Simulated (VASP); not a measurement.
# HfC (Fm-3m) in VASP: settings compared

HfC is run at these levels: HSE06, PBE0; tasks: single point.

Everything below comes from runs of VASP 6.6.1. Logs are shortened: lines on timing, memory, paths and dates and some standing lists are left out, and cuts for length are marked.

## Step 1: The cell of the first run

It takes space group Fm-3m (No. 225, cubic). The conventional cell has a = 4.650 Å, b = 4.650 Å, c = 4.650 Å, α = 90.00°, β = 90.00°, γ = 90.00°. Hf (site symmetry m-3m) has 6 C at 2.33 Å within 3.1 Å. Within 3.1 Å of C (site symmetry m-3m) lie 6 Hf at 2.33 Å.

## Step 2: Single point, HSE06

Contents of POSCAR:

```
HfC
1.0
    0.0000000000      2.3250000000      2.3250000000
    2.3250000000      0.0000000000      2.3250000000
    2.3250000000      2.3250000000      0.0000000000
Hf C
1 1
Direct
    0.5000000000      0.5000000000      0.5000000000
    0.0000000000      0.0000000000      0.0000000000
```

Contents of INCAR.step1:

```
ALGO = Normal
EDIFF = 1E-5
ENCUT = 520
GGA = PE
ISIF = 2
ISMEAR = -1
LASPH = T
LCHARG = F
LREAL = F
LWAVE = T
NBANDS = 14
NELM = 80
PREC = Accurate
SIGMA = 0.05
```

Contents of INCAR.step2:

```
ALGO = Normal
EDIFF = 1E-6
ENCUT = 520
GGA = PE
HFSCREEN = 0.2079
ISIF = 2
ISMEAR = -1
ISTART = 1
LASPH = T
LCHARG = F
LHFCALC = T
LREAL = F
LWAVE = F
NBANDS = 14
NELM = 80
PREC = Accurate
PRECFOCK = Normal
SIGMA = 0.05
```

Contents of KPOINTS:

```
k-points
0
Gamma
  6 6 6
```

Potentials or basis: VASP PAW PBE potentials, release 64 (Hf_pv, C).

On the command line:

```sh
$ cat potpaw_PBE.64/Hf_pv/POTCAR potpaw_PBE.64/C/POTCAR > POTCAR
$ cp INCAR.step1 INCAR
$ mpirun -np 1 vasp_std > vasp.out
$ cp INCAR.step2 INCAR
$ mpirun -np 1 vasp_std > vasp.out
```

OUTCAR:

```text
EDIFF = 1E-6
   ENCUT = 520
   GGA = PE
   HFSCREEN = 0.2079
   ISIF = 2
   ISMEAR = -1
   ISTART = 1
   LASPH = T
   LHFCALC = T
   LREAL = F
   NELM = 80
   PREC = Accurate
   PRECFOCK = Normal

 ion  position               nearest neighbor table
   1  0.500  0.500  0.500-   2 2.33   2 2.33   2 2.33   2 2.33   2 2.33   2 2.33
   2  0.000  0.000  0.000-   1 2.33   1 2.33   1 2.33   1 2.33   1 2.33   1 2.33

  LATTYP: Found a face centered cubic cell.
 ALAT       =     4.6500000000

  Lattice vectors:

 A1 = (   0.0000000000,   2.3250000000,   2.3250000000)
 A2 = (   2.3250000000,   0.0000000000,   2.3250000000)
 A3 = (   2.3250000000,   2.3250000000,   0.0000000000)

Analysis of symmetry for initial positions (statically):
=====================================================================
 Subroutine PRICEL returns:
 Original cell was already a primitive cell.

 Routine SETGRP: Setting up the symmetry group for a
 face centered cubic supercell.

 Subroutine GETGRP returns: Found 48 space group operations
 (whereof 48 operations were pure point group operations)
 out of a pool of 48 trial point group operations.

The static configuration has the point symmetry O_h .

Analysis of symmetry for dynamics (positions and initial velocities):
=====================================================================
 Subroutine PRICEL returns:
 Original cell was already a primitive cell.

 Routine SETGRP: Setting up the symmetry group for a
 face centered cubic supercell.

 Subroutine GETGRP returns: Found 48 space group operations
 (whereof 48 operations were pure point group operations)
 out of a pool of 48 trial point group operations.

The dynamic configuration has the point symmetry O_h .

 Subroutine INISYM returns: Found 48 space group operations
 (whereof 48 operations are pure point group operations),
 and found     1 'primitive' translations

----------------------------------------------------------------------------------------

                                     Primitive cell

  volume of cell :      25.1362

  direct lattice vectors                    reciprocal lattice vectors
     0.000000000  2.325000000  2.325000000    -0.215053763  0.215053763  0.215053763
     2.325000000  0.000000000  2.325000000     0.215053763 -0.215053763  0.215053763
     2.325000000  2.325000000  0.000000000     0.215053763  0.215053763 -0.215053763

  length of vectors
     3.288046533  3.288046533  3.288046533     0.372484045  0.372484045  0.372484045

  position of ions in fractional coordinates (direct lattice)
     0.500000000  0.500000000  0.500000000
     0.000000000  0.000000000  0.000000000

  ion indices of the primitive-cell ions
   primitive index   ion index
                 1           1
                 2           2

----------------------------------------------------------------------------------------

 KPOINTS: k-points

Automatic generation of k-mesh.
 Grid dimensions read from file:
 generate k-points for:    6    6    6

 Generating k-lattice:

  Cartesian coordinates                     Fractional coordinates (reciprocal lattice)
    -0.035842294  0.035842294  0.035842294     0.166666667  0.000000000  0.000000000
     0.035842294 -0.035842294  0.035842294     0.000000000  0.166666667  0.000000000
     0.035842294  0.035842294 -0.035842294     0.000000000  0.000000000  0.166666667

  Length of vectors
     0.062080674  0.062080674  0.062080674

  Shift w.r.t. Gamma in fractional coordinates (k-lattice)
     0.000000000  0.000000000  0.000000000

 Subroutine IBZKPT returns following result:
 ===========================================

 Found     16 irreducible k-points:

 Following reciprocal coordinates:
            Coordinates               Weight
  0.000000  0.000000  0.000000      1.000000
  0.166667  0.000000  0.000000      8.000000
  0.333333  0.000000  0.000000      8.000000
  0.500000  0.000000  0.000000      4.000000
  0.166667  0.166667  0.000000      6.000000
  0.333333  0.166667  0.000000     24.000000
[... 8 lines left out ...]
 -0.333333  0.333333  0.166667     24.000000
 -0.333333  0.500000  0.166667     12.000000
   k-points           NKPTS =     16   k-points in BZ     NKDIM =    216   number of bands    NBANDS=     14
   number of dos      NEDOS =    301   number of ions     NIONS =      2
   total plane-waves  NPLWV =  13824
   dimension x,y,z NGX =    24 NGY =   24 NGZ =   24
   dimension x,y,z NGXF=    48 NGYF=   48 NGZF=   48
   ions per type =               1   1
   NGX,Y,Z   is equivalent  to a cutoff of  12.13, 12.13, 12.13 a.u.
   NGXF,Y,Z  is equivalent  to a cutoff of  24.27, 24.27, 24.27 a.u.
 SYSTEM =  unknown system
   PREC   = accura    normal or accurate (medium, high low for compatibility)
   ISTART =      1    job   : 0-new  1-cont  2-samecut
   ICHARG =      0    charge: 1-file 2-atom 10-const
   ISPIN  =      1    spin polarized calculation?
   LNONCOLLINEAR =      F non collinear calculations
   LSORBIT =      F    spin-orbit coupling
   LASPH  =      T    aspherical Exc in radial PAW
   ENCUT  =  520.0 eV  38.22 Ry    6.18 a.u.   6.11  6.11  6.11*2*pi/ulx,y,z
   NELM   =     80;   NELMIN=  2; NELMDL=  0     # of ELM steps
   EDIFF  = 0.1E-05   stopping-criterion for ELM
   LREAL  =      F    real-space projection
   EDIFFG = 0.1E-04   stopping-criterion for IOM
   NSW    =      0    number of steps for IOM
   IBRION =     -1    ionic relax: 0-MD 1-quasi-New 2-CG
   NFREE  =      0    steps in history (QN), initial steepest desc. (CG)
   ISIF   =      2    stress and relaxation
   ISYM   =      3    0-nonsym 1-usesym 2-fastsym
   POTIM  = 0.5000    time-step for ionic-motion
   TEBEG  =    0.0;   TEEND  =   0.0 temperature during run
   PSTRESS=    0.0 pullay stress
   NELECT =      14.0000    total number of electrons
   NUPDOWN=      -1.0000    fix difference up-down
   EMIN   =  10.00;   EMAX   =-10.00  energy-range for DOS
   EFERMI =   0.00;   METHOD = LEGACY
   ISMEAR =    -1;   SIGMA  =   0.05  broadening in eV -4-tet -1-fermi 0-gaus
   EFERMI_NEDOS =   21; number of points for ismear=-14 and -15
   IALGO  =     38    algorithm
   IMIX   =      1    mixing-type and parameters
     AMIX     =   0.40;   BMIX     =  1.00
     AMIX_MAG =   1.60;   BMIX_MAG =  1.00
  volume/ion in A,a.u.               =      12.57        84.81
  Fermi-wavevector in a.u.,A,eV,Ry     =   1.346949  2.545365 24.684672  1.814272
  Thomas-Fermi vector in A             =   2.474740
   LORBIT       =      0    0 simple, 1 ext, 2 COOP (PROOUT), +10 PAW based schemes
   GGA     = PE    functional components
   LHFCALC =     T    Hartree Fock is set to
   PRECFOCK=normal    Normal, Fast or Accurate (Low or Medium for compatibility)
   ENCUT4O =  -1.0   cutoff for four orbital integrals eV
   NKREDX  =     1    reduce k-point grid by
   NKREDY  =     1    reduce k-point grid by
   NKREDZ  =     1    reduce k-point grid by
   AEXX    =    0.2500 exact exchange contribution
   HFSCREEN=    0.2079 screening length (either q_TF or 0.3 A-1)
   HFSCREENC=   0.2079 screening length for correlation (either q_TF or 0.3 A-1)
   ENCUTFOCK=  -1.0 apply spherical cutoff to Coloumb kernel
   IVDW    =     0    specifies the selected vdW correction
   LEPSILON=     F    determine dielectric tensor
   LRPA    =     F    only Hartree local field effects (RPA)
 non-spin polarized calculation
  energy-cutoff  :      520.00
  volume of cell :       25.14
 maximum number of plane-waves:       700
  NGX = 20; NGY = 20; NGZ = 20

 number of electron      14.0000000 magnetization

 Free energy of the ion-electron system (eV)
  ---------------------------------------------------
  ext. energy  EPLUGINS =         0.00000000
  ---------------------------------------------------
  free energy    TOTEN  =       -23.98940258 eV

  energy without entropy =      -23.98409540  energy(sigma->0) =      -23.98674899

 E-fermi :   5.4731     XC(G=0): -10.0616

 val. band max:        5.4619996905   @ k =   0.5000   0.5000   0.0000
 cond. band min:       6.4529060056   @ k =   0.1667   0.1667   0.0000
 fundamental gap:      0.9909063151
 Fermi energy:         5.4730571488

 k-point     1 :       0.0000    0.0000    0.0000
  band No.  band energies     occupation
      1     -26.0384      2.00000
      2     -26.0384      2.00000
      3     -26.0384      2.00000
      4      -8.2436      2.00000
      5       6.7948      0.00000
      6       6.7948      0.00000
      7       6.7948      0.00000
      8       7.6843      0.00000
      9       7.6843      0.00000
     10       7.6843      0.00000
     11       9.6526      0.00000
     12       9.6526      0.00000
     13      13.5574      0.00000
     14      17.5795      0.00000

 k-point     2 :       0.1667    0.0000    0.0000
  band No.  band energies     occupation
      1     -26.2398      2.00000
      2     -26.0558      2.00000
      3     -26.0557      2.00000
      4      -7.5047      2.00000
      5       3.9584      2.00000
      6       4.7366      2.00000
      7       4.7366      2.00000
      8       8.6134      0.00000
      9       8.6134      0.00000
     10       8.8662      0.00000
     11      12.2879      0.00000
     12      12.2879      0.00000
     13      14.9829      0.00000
     14      19.4444      0.00000

 k-point     3 :       0.3333    0.0000    0.0000
  band No.  band energies     occupation
      1     -26.6213      2.00000
      2     -26.0901      2.00000
      3     -26.0901      2.00000
      4      -5.6778      2.00000
      5       0.6628      2.00000
      6       2.8802      2.00000
      7       2.8803      2.00000
      8      10.1318      0.00000
      9      10.5589      0.00000
     10      10.5589      0.00000
     11      15.8300      0.00000
     12      16.1074      0.00000
     13      16.1074      0.00000
     14      20.9573      0.00000

 k-point     4 :       0.5000    0.0000    0.0000
  band No.  band energies     occupation
      1     -26.8027      2.00000
      2     -26.1071      2.00000
      3     -26.1071      2.00000
      4      -4.1514      2.00000
      5      -1.2742      2.00000
      6       2.2315      2.00000
      7       2.2315      2.00000
      8      12.0167      0.00000
      9      12.0167      0.00000
     10      12.5612      0.00000
     11      12.9358      0.00000
     12      18.4771      0.00000
     13      18.4771      0.00000
     14      19.9676      0.00000

 k-point     5 :       0.1667    0.1667    0.0000
  band No.  band energies     occupation
      1     -26.2243      2.00000
      2     -26.1022      2.00000
      3     -26.1022      2.00000
      4      -7.3337      2.00000
      5       2.9186      2.00000
      6       5.4243      1.45247
      7       5.4243      1.45246
      8       6.4529      0.00000
      9      10.1008      0.00000
     10      10.3983      0.00000
     11      10.3983      0.00000
[... 140 lines left out ...]
 k-point    14 :       0.5000    0.3333    0.1667
  band No.  band energies     occupation
      1     -26.5919      2.00000
      2     -26.3269      2.00000
      3     -26.1816      2.00000
      4      -5.4311      2.00000
      5       0.8173      2.00000
      6       2.9849      2.00000
      7       3.1790      2.00000
      8       8.3889      0.00000
      9      12.3396      0.00000
     10      12.7757      0.00000
     11      13.0597      0.00000
     12      16.1306      0.00000
     13      19.0152      0.00000
     14      19.5775      0.00000

 k-point    15 :      -0.3333    0.3333    0.1667
  band No.  band energies     occupation
      1     -26.6142      2.00000
      2     -26.4090      2.00000
      3     -26.2249      2.00000
      4      -5.0855      2.00000
      5       0.8159      2.00000
      6       2.4790      2.00000
      7       2.9568      2.00000
      8      10.2074      0.00000
      9      10.2707      0.00000
     10      13.1139      0.00000
     11      15.1447      0.00000
     12      15.4328      0.00000
     13      19.0530      0.00000
     14      20.4566      0.00000

 k-point    16 :      -0.3333    0.5000    0.1667
  band No.  band energies     occupation
      1     -26.6092      2.00000
      2     -26.4015      2.00000
      3     -26.3055      2.00000
      4      -5.5887      2.00000
      5       2.4141      2.00000
      6       2.8126      2.00000
      7       2.9400      2.00000
      8       8.2167      0.00000
      9      11.9213      0.00000
     10      13.3271      0.00000
     11      13.5085      0.00000
     12      15.2021      0.00000
     13      18.5692      0.00000
     14      20.1914      0.00000

------------------------ aborting loop because EDIFF is reached ----------------------------------------

  FORCE on cell =-STRESS in cart. coord.  units (eV):
  Direction    XX          YY          ZZ          XY          YZ          ZX
  --------------------------------------------------------------------------------------
  -------------------------------------------------------------------------------------
  Total       -0.6642579     -0.6642579     -0.6642579      0.0000000     -0.0000000      0.0000000
  in kB      -42.3397650    -42.3397650    -42.3397650      0.0000000     -0.0000000      0.0000000
  external PRESSURE =     -42.3397650 kB  Pullay stress =       0.0000000 kB

 VOLUME and BASIS-vectors are now :
 -----------------------------------------------------------------------------
  energy-cutoff  :      520.00
  volume of cell :       25.14
      direct lattice vectors                 reciprocal lattice vectors
     0.000000000  2.325000000  2.325000000    -0.215053763  0.215053763  0.215053763
     2.325000000  0.000000000  2.325000000     0.215053763 -0.215053763  0.215053763
     2.325000000  2.325000000  0.000000000     0.215053763  0.215053763 -0.215053763

 POSITION                                       TOTAL-FORCE (eV/Angst)
 -----------------------------------------------------------------------------------
      2.32500      2.32500      2.32500         0.000000      0.000000      0.000000
      0.00000      0.00000      0.00000        -0.000000      0.000000     -0.000000
 -----------------------------------------------------------------------------------
    total drift:                               -0.000002     -0.000002     -0.000002

  FREE ENERGIE OF THE ION-ELECTRON SYSTEM (eV)
  ---------------------------------------------------
  free  energy   TOTEN  =       -23.9894025798 eV

  energy  without entropy=      -23.9840954040  energy(sigma->0) =      -23.98674899
```

It took 27 min on 1 thread of Intel Xeon Platinum 8375C at 2.90GHz (Ice Lake), shared host; peak memory 0.26 GiB.

What came out:

```yaml
Free_energy: -23.9894 eV
Pressure: -4.2 GPa
Band_gap_on_the_k_mesh: zero (bands 7 and 8 overlap by 1.60 eV)
```

Caveat: the k points lie up to 0.39 Å⁻¹ apart, too coarse for converged energies and pressures of a metal; the PAW data sets were made with another functional, which shifts forces and pressure a little; spin-orbit coupling is left out, which moves the levels of the heavy elements.

## Step 3: Single point, PBE0

POSCAR is that of step 2.

Contents of INCAR.step1:

```
ALGO = Normal
EDIFF = 1E-5
ENCUT = 520
GGA = PE
ISIF = 2
ISMEAR = -1
LASPH = True
LCHARG = False
LREAL = False
LWAVE = True
NBANDS = 14
NELM = 60
PREC = Accurate
SIGMA = 0.05
```

Contents of INCAR.step2:

```
AEXX = 0.25
ALGO = Normal
EDIFF = 1E-7
ENCUT = 520
GGA = PE
ISIF = 2
ISMEAR = -1
ISTART = 1
LASPH = True
LCHARG = False
LHFCALC = True
LREAL = False
LWAVE = False
NBANDS = 14
NELM = 60
PREC = Accurate
PRECFOCK = Normal
SIGMA = 0.05
```

KPOINTS is that of step 2.

Potentials or basis: VASP PAW PBE potentials, release 64 (Hf_pv, C).

On the command line:

```sh
$ cat potpaw_PBE.64/Hf_pv/POTCAR potpaw_PBE.64/C/POTCAR > POTCAR
$ cp INCAR.step1 INCAR
$ mpirun -np 1 vasp_std > vasp.out
$ cp INCAR.step2 INCAR
$ mpirun -np 1 vasp_std > vasp.out
```

It took 25 min on 1 thread of Intel Xeon Platinum 8375C at 2.90GHz (Ice Lake), shared host; peak memory 0.15 GiB.

The run converged. Its results:

| Item | Value |
| --- | --- |
| Free energy | -25.5500 eV |
| Pressure | -4.6 GPa |
| Band gap on the k mesh | zero (bands 7 and 8 overlap by 2.13 eV) |

Levels at points of the mesh, in eV from the Fermi level:
```csv
k point,band 5,band 6,band 7,band 8,band 9,band 10
"(0.00, 0.00, 0.00)",1.60,1.60,1.60,2.62,2.62,2.62
"(0.50, 0.00, 0.00)",-7.12,-3.58,-3.58,7.02,7.02,7.56
"(0.50, 0.50, 0.00)",-3.32,-1.65,0.29,0.29,6.72,8.49
```

Caveat: the k points lie up to 0.39 Å⁻¹ apart, too coarse for converged energies and pressures of a metal; the PAW data sets were made with another functional, which shifts forces and pressure a little; spin-orbit coupling is left out, which moves the levels of the heavy elements.

The gap in the log of VASP goes by the Fermi energy; the results here count the filled bands.